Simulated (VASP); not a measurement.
A run of VASP 6.6.1:

File POSCAR:

```
GaSb
1.0
   -1.5559010000      2.6750030000      2.8933130000
    1.5559010000     -2.6750030000      2.8933130000
    1.5559010000      2.6750030000     -2.8933130000
Sb Ga
1 1
Direct
    0.5000000000      0.5000000000      0.0000000000
    0.0000000000      0.0000000000      0.0000000000
```

Contents of INCAR.step1:

```
PREC = Accurate
ENCUT = 520
EDIFF = 1E-5
ISMEAR = -1
SIGMA = 0.05
LREAL = False
LASPH = True
NELM = 80
ALGO = Normal
ISIF = 2
LWAVE = True
LCHARG = False
GGA = PE
NBANDS = 16
```

Contents of INCAR.step2:

```
PREC = Accurate
ENCUT = 520
EDIFF = 1E-6
ISMEAR = -1
SIGMA = 0.05
LREAL = False
LASPH = True
NELM = 80
ALGO = Normal
ISIF = 2
LWAVE = False
LCHARG = False
GGA = PE
LHFCALC = True
AEXX = 0.25
HFSCREEN = 0.3
PRECFOCK = Normal
ISTART = 1
NBANDS = 16
```

The input KPOINTS:

```
Automatic mesh
0
Gamma
  5 5 5
```

Potentials or basis: VASP PAW PBE potentials, release 64 (Sb, Ga_d).

Command:

```bash
$ cat potpaw_PBE.64/Sb/POTCAR potpaw_PBE.64/Ga_d/POTCAR > POTCAR
$ cp INCAR.step1 INCAR
$ mpirun -np 1 vasp_std > vasp.out
$ cp INCAR.step2 INCAR
$ mpirun -np 1 vasp_std > vasp.out
```

Hardware: 1 thread of Intel Xeon 8259CL (shared host).

**Question.** Estimate the wall time of this run.

**Answer.** It took 92 min on 1 thread of Intel Xeon 8259CL (shared host), peak memory 0.32 GiB. Counts: k points 27.
